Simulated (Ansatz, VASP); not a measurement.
## Zn2GaO2 in VASP and in Ansatz

```
CELL_PARAMETERS angstrom
5.43721 0.00000 0.00000
-2.71860 4.70876 0.00000
0.00000 0.00000 3.53668
ATOMIC_POSITIONS crystal
Zn 0.33333 0.66667 0.00000
Zn 0.66667 0.33333 0.00000
Ga 0.00000 0.00000 0.50000
O 0.33333 0.66667 0.50000
O 0.66667 0.33333 0.50000
```

Alike in both runs: functional PBE; k mesh 12 × 12 × 10; occupations gaussian, width 0.1 eV; no spin polarisation.

Ansatz relaxed the structure, and its values are those at the end. VASP's run is a single point on that final structure, the one shown.

```csv
,VASP,Ansatz
version,VASP 6.6.1,Ansatz 0.2.0
potentials or method,"VASP PAW PBE potentials, release 64 (Zn, Ga_d, O), cutoff 520 eV","scalar-relativistic, plane waves, PAW"
valence electrons in the cell,49,49
```

|  | VASP | Ansatz | Ansatz less VASP |
| --- | --- | --- | --- |
| gap on the k mesh at the Fermi level (eV) | none | none | - |
| pressure (GPa) | 0.7 | 0.0 | -0.70 |

A gap of «none» marks a metal or a gap that the smearing closes. The functional is the same, so the differences come from potentials, cutoffs and numerics.
